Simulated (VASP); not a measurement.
Here is a VASP 6.6.1 calculation.

Contents of INCAR:

```
PREC = Accurate ; ENCUT = 520
EDIFF = 1E-7 ; ISMEAR = 1
SIGMA = 0.2 ; LREAL = False
LASPH = True ; NELM = 80
ALGO = Normal ; ISIF = 2
LWAVE = False ; LCHARG = False
GGA = PS ; NBANDS = 35
```

The input KPOINTS:

```
Automatic mesh
0
Gamma
  12 12 2
```

The input POSCAR:

```
MoS2
1.0
    3.2673000000      0.0000000000      0.0000000000
   -1.6336500000      2.8295648018      0.0000000000
    0.0000000000      0.0000000000     12.0675000000
Mo S
2 4
Direct
    0.3333333333      0.6666666667      0.2500000000
    0.6666666667      0.3333333333      0.7500000000
    0.3333333333      0.6666666667      0.6259932117
    0.6666666667      0.3333333333      0.1259932117
    0.3333333333      0.6666666667      0.8740067883
    0.6666666667      0.3333333333      0.3740067883
```

Potentials or basis: VASP PAW PBE potentials, release 64 (Mo_sv, S).

Run with:

```console
$ cat potpaw_PBE.64/Mo_sv/POTCAR potpaw_PBE.64/S/POTCAR > POTCAR
$ mpirun -np 1 vasp_std > vasp.out
```

Q: Predict the largest force.

A: 0.395 eV/Å.

Q: Estimate the pressure.

A: -4.5 GPa.

Forces in eV/Å, atoms in the order of the input:
```
Mo   0.000  0.000  0.000
Mo   0.000  0.000  0.000
S    0.000  0.000 -0.395
S    0.000  0.000 -0.395
S    0.000  0.000  0.395
S    0.000  0.000  0.395
```

Caveat: the PAW data sets were made with another functional, which shifts forces and pressure a little; this functional lacks dispersion, which binds the layers, so the pressure and a relaxed spacing across them are unreliable.
